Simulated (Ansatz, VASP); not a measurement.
**Ta: VASP beside Ansatz**

```
CELL_PARAMETERS angstrom
-1.65128 1.65128 1.70082
1.65128 -1.65128 1.70082
1.65128 1.65128 -1.70082
ATOMIC_POSITIONS crystal
Ta 0.00000 0.00000 0.00000
```

Change from the starting cell: zz strain of +3 %, crystal datasets.

Alike in both runs: task electric field gradients; functional PBE; k mesh 17 × 17 × 17; occupations fermi-dirac, width 0.08 eV; no spin polarisation.

|  | VASP | Ansatz |
| --- | --- | --- |
| version | VASP 6.6.1 | Ansatz 0.2.0 |
| potentials or method | VASP PAW PBE potentials, release 64 (Ta_pv), cutoff 520 eV | all-electron PAW with datasets made for the crystal, scalar-relativistic |

VASP gave:

```
pressure (GPa)                                                : -2.5
traceless stress, the component that is largest in VASP (GPa) : -1.86
size of Vzz on the site where it differs most (V/Å²)          : 19.5
```

Q: Which values does Ansatz return?

A: Pressure (GPa): -2.6; traceless stress, the component that is largest in VASP (GPa): -1.87; size of Vzz on the site where it differs most (V/Å²): 20.4.

Ansatz ran all-electron here, and VASP with PAW potentials.

Spin-orbit coupling is off throughout.
